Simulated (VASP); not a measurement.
# La (P6_3/mmc) in VASP: notebook

Runs on La. Level: LDA. Tasks: relaxation of cell and atoms, single point.

All numbers are computed with VASP 6.6.1; they aren't measurements. Logs are shortened: lines on timing, memory, paths and dates and some standing lists are left out, and cuts for length are marked.

### Step 1. The cell of the first run

It takes space group P6_3/mmc (No. 194, hexagonal). The conventional cell has a = 3.770 Å, b = 3.770 Å, c = 12.130 Å, α = 90.00°, β = 90.00°, γ = 120.00°. La (site symmetry -3m) has 12 La at 3.73 to 3.77 Å within 4.9 Å. La (site symmetry -6m2) has 12 La at 3.73 to 3.77 Å within 4.9 Å.

### Step 2. Relaxation of cell and atoms, LDA

File INCAR:

```
SYSTEM = La
PREC = Accurate ; ENCUT = 600
EDIFF = 1E-6 ; ISMEAR = 0
SIGMA = 0.05 ; LREAL = .False.
LASPH = .True. ; NELM = 100
ALGO = Normal ; ISIF = 3
LWAVE = .False. ; LCHARG = .False.
GGA = CA ; IBRION = 2
NSW = 80 ; EDIFFG = -0.01
```

File KPOINTS:

```
regular mesh
0
Gamma
  14 14 4
  0 0 0
```

File POSCAR:

```
La
1.0
    3.7700000000      0.0000000000      0.0000000000
   -1.8850000000      3.2649157723      0.0000000000
    0.0000000000      0.0000000000     12.1300000000
La
4
Direct
    0.0000000000      0.0000000000      0.0000000000
    0.0000000000      0.0000000000      0.5000000000
    0.3333333333      0.6666666667      0.2500000000
    0.6666666667      0.3333333333      0.7500000000
```

Potentials or basis: VASP PAW LDA potentials, release 64 (La).

Started as:

```
$ cat potpaw_LDA.64/La/POTCAR > POTCAR
$ mpirun -np 1 vasp_std > vasp.out
```

OUTCAR:

```text
SYSTEM = La
   PREC = Accurate
   ENCUT = 600
   EDIFF = 1E-6
   ISMEAR = 0
   LREAL = .False.
   LASPH = .True.
   NELM = 100
   ISIF = 3
   GGA = CA
   IBRION = 2
   NSW = 80
   EDIFFG = -0.01

 ion  position               nearest neighbor table
   1  0.000  0.000  0.000-
   2  0.000  0.000  0.500-
   3  0.333  0.667  0.250-
   4  0.667  0.333  0.750-

  LATTYP: Found a hexagonal cell.
 ALAT       =     3.7700000000
 C/A-ratio  =     3.2175066313

  Lattice vectors:

 A1 = (   3.7700000000,   0.0000000000,   0.0000000000)
 A2 = (  -1.8850000000,   3.2649157723,   0.0000000000)
 A3 = (   0.0000000000,   0.0000000000,  12.1300000000)

Analysis of symmetry for initial positions (statically):
=====================================================================
 Subroutine PRICEL returns:
 Original cell was already a primitive cell.

 Routine SETGRP: Setting up the symmetry group for a
 hexagonal supercell.

 Subroutine GETGRP returns: Found 24 space group operations
 (whereof 12 operations were pure point group operations)
 out of a pool of 24 trial point group operations.

The static configuration has the point symmetry D_3d.
 The point group associated with its full space group is D_6h.

Analysis of symmetry for dynamics (positions and initial velocities):
=====================================================================
 Subroutine PRICEL returns:
 Original cell was already a primitive cell.

 Routine SETGRP: Setting up the symmetry group for a
 hexagonal supercell.

 Subroutine GETGRP returns: Found 24 space group operations
 (whereof 12 operations were pure point group operations)
 out of a pool of 24 trial point group operations.

The dynamic configuration has the point symmetry D_3d.
 The point group associated with its full space group is D_6h.

 Subroutine INISYM returns: Found 24 space group operations
 (whereof 12 operations are pure point group operations),
 and found     1 'primitive' translations

----------------------------------------------------------------------------------------

                                     Primitive cell

  volume of cell :     149.3049

  direct lattice vectors                    reciprocal lattice vectors
     3.770000000  0.000000000  0.000000000     0.265251989  0.153143307  0.000000000
    -1.885000000  3.264915772  0.000000000     0.000000000  0.306286615  0.000000000
     0.000000000  0.000000000 12.130000000     0.000000000  0.000000000  0.082440231

  length of vectors
     3.770000000  3.770000000 12.130000000     0.306286615  0.306286615  0.082440231

  position of ions in fractional coordinates (direct lattice)
     0.000000000  0.000000000  0.000000000
     0.000000000  0.000000000  0.500000000
     0.333333333  0.666666667  0.250000000
     0.666666667  0.333333333  0.750000000

  ion indices of the primitive-cell ions
   primitive index   ion index
                 1           1
                 2           2
                 3           3
                 4           4

----------------------------------------------------------------------------------------

 KPOINTS: regular mesh

Automatic generation of k-mesh.
 Grid dimensions read from file:
 generate k-points for:   14   14    4

 Generating k-lattice:

  Cartesian coordinates                     Fractional coordinates (reciprocal lattice)
     0.018946571  0.010938808  0.000000000     0.071428571 -0.000000000  0.000000000
     0.000000000  0.021877615  0.000000000     0.000000000  0.071428571  0.000000000
     0.000000000  0.000000000  0.020610058     0.000000000  0.000000000  0.250000000

  Length of vectors
     0.021877615  0.021877615  0.020610058

  Shift w.r.t. Gamma in fractional coordinates (k-lattice)
     0.000000000  0.000000000  0.000000000

 Subroutine IBZKPT returns following result:
 ===========================================

 Found     72 irreducible k-points:

 Following reciprocal coordinates:
            Coordinates               Weight
  0.000000  0.000000  0.000000      1.000000
  0.071429 -0.000000  0.000000      6.000000
  0.142857 -0.000000  0.000000      6.000000
  0.214286  0.000000  0.000000      6.000000
  0.285714  0.000000  0.000000      6.000000
  0.357143 -0.000000  0.000000      6.000000
[... 16 lines left out ...]
  0.285714  0.285714  0.000000      6.000000
  0.357143  0.285714  0.000000      6.000000
 [... further k-points ...]
   k-points           NKPTS =     72   k-points in BZ     NKDIM =     72   number of bands    NBANDS=     26
   number of dos      NEDOS =    301   number of ions     NIONS =      4
   total plane-waves  NPLWV =  88200
   dimension x,y,z NGX =    30 NGY =   30 NGZ =   98
   dimension x,y,z NGXF=    60 NGYF=   60 NGZF=  196
   ions per type =               4
   NGX,Y,Z   is equivalent  to a cutoff of  13.23, 13.23, 13.43 a.u.
   NGXF,Y,Z  is equivalent  to a cutoff of  26.46, 26.46, 26.86 a.u.
 SYSTEM =  La
   PREC   = accura    normal or accurate (medium, high low for compatibility)
   ISTART =      0    job   : 0-new  1-cont  2-samecut
   ICHARG =      2    charge: 1-file 2-atom 10-const
   ISPIN  =      1    spin polarized calculation?
   LNONCOLLINEAR =      F non collinear calculations
   LSORBIT =      F    spin-orbit coupling
   LASPH  =      T    aspherical Exc in radial PAW
   ENCUT  =  600.0 eV  44.10 Ry    6.64 a.u.   7.53  7.53 24.23*2*pi/ulx,y,z
   NELM   =    100;   NELMIN=  2; NELMDL= -5     # of ELM steps
   EDIFF  = 0.1E-05   stopping-criterion for ELM
   LREAL  =      F    real-space projection
   EDIFFG = -.1E-01   stopping-criterion for IOM
   NSW    =     80    number of steps for IOM
   IBRION =      2    ionic relax: 0-MD 1-quasi-New 2-CG
   NFREE  =      1    steps in history (QN), initial steepest desc. (CG)
   ISIF   =      3    stress and relaxation
   ISYM   =      2    0-nonsym 1-usesym 2-fastsym
   POTIM  = 0.5000    time-step for ionic-motion
   TEBEG  =    0.0;   TEEND  =   0.0 temperature during run
   PSTRESS=    0.0 pullay stress
   NELECT =      44.0000    total number of electrons
   NUPDOWN=      -1.0000    fix difference up-down
   EMIN   =  10.00;   EMAX   =-10.00  energy-range for DOS
   EFERMI =   0.00;   METHOD = LEGACY
   ISMEAR =     0;   SIGMA  =   0.05  broadening in eV -4-tet -1-fermi 0-gaus
   EFERMI_NEDOS =   21; number of points for ismear=-14 and -15
   IALGO  =     38    algorithm
   IMIX   =      4    mixing-type and parameters
     AMIX     =   0.40;   BMIX     =  1.00
     AMIX_MAG =   1.60;   BMIX_MAG =  1.00
  volume/ion in A,a.u.               =      37.33       251.89
  Fermi-wavevector in a.u.,A,eV,Ry     =   1.089434  2.058732 16.148305  1.186867
  Thomas-Fermi vector in A             =   2.225637
   LORBIT       =      0    0 simple, 1 ext, 2 COOP (PROOUT), +10 PAW based schemes
   GGA     = CA    functional components
   LHFCALC =     F    Hartree Fock is set to
   AEXX    =    0.0000 exact exchange contribution
   IVDW    =     0    specifies the selected vdW correction
   LEPSILON=     F    determine dielectric tensor
   LRPA    =     F    only Hartree local field effects (RPA)
 conjugate gradient relaxation of ions
 non-spin polarized calculation
 Gauss-broadening in eV      SIGMA  =   0.05
  energy-cutoff  :      600.00
  volume of cell :      149.30
 maximum number of plane-waves:      5023
   NGX = 15   NGY = 15   NGZ = 49

--------------------------------------- Ionic step        1  -------------------------------------------

 number of electron      43.9999997 magnetization

 Free energy of the ion-electron system (eV)
  ---------------------------------------------------
  ext. energy  EPLUGINS =         0.00000000
  ---------------------------------------------------
  free energy    TOTEN  =       -22.07560592 eV

  energy without entropy =      -22.06773728  energy(sigma->0) =      -22.07167160

 E-fermi :   7.6285     XC(G=0):  -9.7441

 val. band max:        7.6227605188   @ k =   0.2857   0.2857   0.5000
 cond. band min:       7.6402450243   @ k =   0.2857   0.2857   0.0000
 fundamental gap:      0.0174845055
 Fermi energy:         7.6284798030

 k-point     1 :       0.0000    0.0000    0.0000
  band No.  band energies     occupation
      1     -25.1572      2.00000
      2     -25.0558      2.00000
      3     -25.0558      2.00000
      4     -24.9510      2.00000
      5      -9.5575      2.00000
      6      -8.8935      2.00000
[... 685 lines left out ...]
     25       8.2558      0.00000
     26       8.4216      0.00000

 [... further k-points ...]

------------------------ aborting loop because EDIFF is reached ----------------------------------------

  FORCE on cell =-STRESS in cart. coord.  units (eV):
  Direction    XX          YY          ZZ          XY          YZ          ZX
  --------------------------------------------------------------------------------------
  -------------------------------------------------------------------------------------
  Total       -3.2128966     -3.2128966     -3.5019687      0.0000000      0.0000000     -0.0000000
  in kB      -34.4772966    -34.4772966    -37.5793019      0.0000000      0.0000000     -0.0000000
  external PRESSURE =     -35.5112984 kB  Pullay stress =       0.0000000 kB
[... 175 lines left out ...]
  energy  without entropy=      -22.3227037737  energy(sigma->0) =      -22.32647545

--------------------------------------- Ionic step        6  -------------------------------------------

 number of electron      43.9999997 magnetization

 Free energy of the ion-electron system (eV)
  ---------------------------------------------------
  ext. energy  EPLUGINS =         0.00000000
  ---------------------------------------------------
  free energy    TOTEN  =       -22.33043792 eV

  energy without entropy =      -22.32293114  energy(sigma->0) =      -22.32668453

 E-fermi :   9.1788     XC(G=0): -10.3694

 val. band max:        9.1691668555   @ k =   0.0714   0.0714   0.0000
 cond. band min:       9.1794297566   @ k =   0.1429   0.0714   0.2500
 fundamental gap:      0.0102629010
 Fermi energy:         9.1787826038

 k-point     1 :       0.0000    0.0000    0.0000
  band No.  band energies     occupation
      1     -23.4736      2.00000
      2     -23.2971      2.00000
      3     -23.2903      2.00000
      4     -23.1031      2.00000
      5      -8.2285      2.00000
      6      -7.2365      2.00000
[... 685 lines left out ...]
     25      10.0112      0.00000
     26      10.1139      0.00000

 [... further k-points ...]

------------------------ aborting loop because EDIFF is reached ----------------------------------------

  FORCE on cell =-STRESS in cart. coord.  units (eV):
  Direction    XX          YY          ZZ          XY          YZ          ZX
  --------------------------------------------------------------------------------------
  -------------------------------------------------------------------------------------
  Total       -0.0344863     -0.0344863      0.0121699      0.0000000     -0.0000000      0.0000000
  in kB       -0.4302459     -0.4302459      0.1518298      0.0000000     -0.0000000      0.0000000
  external PRESSURE =      -0.2362206 kB  Pullay stress =       0.0000000 kB
[... 19 lines left out ...]
  FREE ENERGIE OF THE ION-ELECTRON SYSTEM (eV)
  ---------------------------------------------------
  free  energy   TOTEN  =       -22.3304379157 eV

  energy  without entropy=      -22.3229311377  energy(sigma->0) =      -22.32668453

 reached required accuracy - stopping structural energy minimisation
```

Wall time 15 min (1 thread of AMD EPYC 9R45 (Zen 5), shared host); peak memory 0.42 GiB.

What came out:

```
Free energy                            : -22.3304 eV
Relaxed volume                         : 32.11 Å³/atom
Relaxed cell                           : a = 3.588 Å, b = 3.588 Å, c = 11.520 Å, α = 90.00°, β = 90.00°, γ = 120.00°
Space group after relaxing (to 0.05 Å) : P6_3/mmc (No. 194)
Energy gained by relaxing              : 63.7 meV/atom
Ionic steps                            : 6
Pressure after relaxing                : 0.0 GPa
Band gap on the k mesh                 : zero (band 22 reaches 10.15 eV, above the bottom of band 23 at 8.95 eV)
```

Step by step:
| step | energy change (eV) | largest force (eV/Å) | pressure (GPa) | volume (Å³) |
| --- | --- | --- | --- | --- |
| 1 | 0.0000 | 0.0000 | -3.55 | 149.30 |
| 2 | -0.2448 | 0.0000 | -0.77 | 132.13 |
| 3 | -0.2545 | 0.0000 | -0.16 | 128.86 |
| 4 | -0.2546 | 0.0000 | 0.12 | 128.05 |
| 5 | -0.2546 | 0.0000 | -0.03 | 128.45 |
| 6 | -0.2548 | 0.0000 | -0.02 | 128.42 |

Final structure:
```
CELL_PARAMETERS angstrom
3.58778 0.00000 0.00000
-1.79389 3.10711 0.00000
0.00000 0.00000 11.52015
ATOMIC_POSITIONS crystal
La 0.00000 0.00000 0.00000
La 0.00000 0.00000 0.50000
La 0.33333 0.66667 0.25000
La 0.66667 0.33333 0.75000
```

Caveat: spin-orbit coupling is left out, which moves the levels of the heavy elements.

### Step 3. Single point, LDA

This run uses another cell than the first one, of 32.19 Å³/atom, 0.862 times its volume.

File INCAR:

```
SYSTEM = La
PREC = Accurate
ENCUT = 520
EDIFF = 1E-6
ISMEAR = 0
SIGMA = 0.05
LREAL = .FALSE.
LASPH = .TRUE.
NELM = 100
ALGO = Normal
ISIF = 2
LWAVE = .FALSE.
LCHARG = .FALSE.
NBANDS = 30
```

File KPOINTS:

```
Automatic mesh
0
G
  14 14 4
  0 0 0
```

File POSCAR:

```
La
1.0
    3.5890272254      0.0000000000      0.0000000000
   -1.7945136127      3.1081887521      0.0000000000
    0.0000000000      0.0000000000     11.5411063667
La
4
Direct
    0.0000000000      0.0000000000      0.0000000000
    0.0000000000      0.0000000000      0.5000000000
    0.3333333333      0.6666666667      0.2500000000
    0.6666666667      0.3333333333      0.7500000000
```

Potentials or basis: VASP PAW LDA potentials, release 64 (La).

Started as:

```
$ cat potpaw_LDA.64/La/POTCAR > POTCAR
$ mpirun -np 1 vasp_std > vasp.out
```

It took 2.8 min on 1 thread of Intel Xeon 6975P-C (Granite Rapids), shared host; peak memory 0.37 GiB.

Results (log left out):

| Property | Result |
| --- | --- |
| Free energy | -22.3288 eV |
| Pressure | -0.1 GPa |
| Band gap on the k mesh | zero (band 22 reaches 10.12 eV, above the bottom of band 23 at 8.91 eV) |

Levels at points of the mesh, in eV from the Fermi level:
```tsv
k point	band 19	band 20	band 21	band 22	band 23	band 24	band 25	band 26
(0.00, 0.00, 0.00)	-1.73	-1.71	0.59	0.76	1.21	1.22	1.25	1.28
(0.50, 0.00, 0.00)	-1.85	-1.29	-0.87	-0.30	-0.24	0.47	1.13	1.18
(0.00, 0.00, 0.50)	-1.81	-1.81	0.69	0.69	1.29	1.29	1.32	1.33
(0.50, 0.00, 0.50)	-1.54	-1.54	-1.33	-1.33	0.60	0.60	1.35	1.35
```

Caveat: spin-orbit coupling is left out, which moves the levels of the heavy elements.
